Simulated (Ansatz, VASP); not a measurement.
## GaP in VASP and in Ansatz

The input INCAR:

```
PREC = Accurate ; ENCUT = 520
EDIFF = 1E-8 ; ISMEAR = -1
SIGMA = 0.08 ; LREAL = False
LASPH = True ; NELM = 80
ALGO = Normal ; ISIF = 2
LWAVE = False ; LCHARG = False
GGA = PS ; LEFG = True
NBANDS = 16
```

The input KPOINTS:

```
Automatic mesh
0
Gamma
  12 12 12
```

Contents of POSCAR:

```
GaP
1.0
    0.0000000000      2.7797550000      2.7252500000
    2.7797550000      0.0000000000      2.7252500000
    2.7797550000      2.7797550000      0.0000000000
Ga P
1 1
Direct
    0.0000000000      0.0000000000      0.0000000000
    0.7500000000      0.7500000000      0.7500000000
```

Input for Ansatz:

```yaml
crystal:
  lattice:
    - [0.0, 2.779755, 2.72525]
    - [2.779755, 0.0, 2.72525]
    - [2.779755, 2.779755, 0.0]
  atoms:
    - { symbol: Ga, position: [0.0, 0.0, 0.0] }
    - { symbol: P, position: [0.75, 0.75, 0.75] }
kpoints:
  mp_grid: { grid: [12, 12, 12] }
scf:
  occupations: { method: fermi_dirac, width: 0.08 }
hamiltonian:
  xc: pbesol
  pseudopotentials: { kind: all_electron, datasets: crystal }
output:
  forces: true
  stress: true
  eigenvalues: true
  efg: { contact_densities: true }
```

Change from the starting cell: equal xx and yy strain of +2 %, crystal datasets.

Alike in both runs: task electric field gradients; functional PBEsol; k mesh 12 × 12 × 12; occupations fermi-dirac, width 0.08 eV; no spin polarisation.

|  | VASP | Ansatz |
| --- | --- | --- |
| version | VASP 6.6.1 | Ansatz 0.2.0 |
| potentials or method | VASP PAW PBE potentials, release 64 (Ga_d, P), cutoff 520 eV | all-electron PAW with datasets made for the crystal, scalar-relativistic |

Ansatz gave:

| Property | Result |
| --- | --- |
| pressure (GPa) | -3.6 |
| traceless stress, the component that is largest in VASP (GPa) | 0.94 |
| size of Vzz on the site where it differs most (V/Å²) | 4.0 |

Estimate VASP's values.

pressure (GPa): -3.6; traceless stress, the component that is largest in VASP (GPa): 0.94; size of Vzz on the site where it differs most (V/Å²): 3.4.

VASP's potentials were made for PBE, not for PBEsol. Ansatz ran all-electron here, and VASP with PAW potentials.
